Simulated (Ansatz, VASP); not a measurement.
One calculation of YN, two programs

```
CELL_PARAMETERS angstrom
0.00000 2.53261 2.53261
2.53261 0.00000 2.53261
2.53261 2.53261 0.00000
ATOMIC_POSITIONS crystal
Y 0.50000 0.50000 0.50000
N 0.00000 0.00000 0.00000
```

Alike in both runs: task single point; functional PBE; k mesh 12 × 12 × 12; occupations gaussian, width 0.05 eV; no spin polarisation.

```csv
,VASP,Ansatz
version,VASP 6.6.1,Ansatz 0.2.0
potentials or method,"VASP PAW PBE potentials, release 64 (Y_sv, N), cutoff 600 eV","scalar-relativistic, plane waves, PAW"
valence electrons in the cell,16,16
```

```tsv
	VASP	Ansatz	Ansatz less VASP
gap on the k mesh at the Fermi level (eV)	0.35	0.35	+0.003
least direct gap on the mesh (eV)	0.80	0.81	+0.003
pressure (GPa)	-12.6	-12.5	+0.17
```
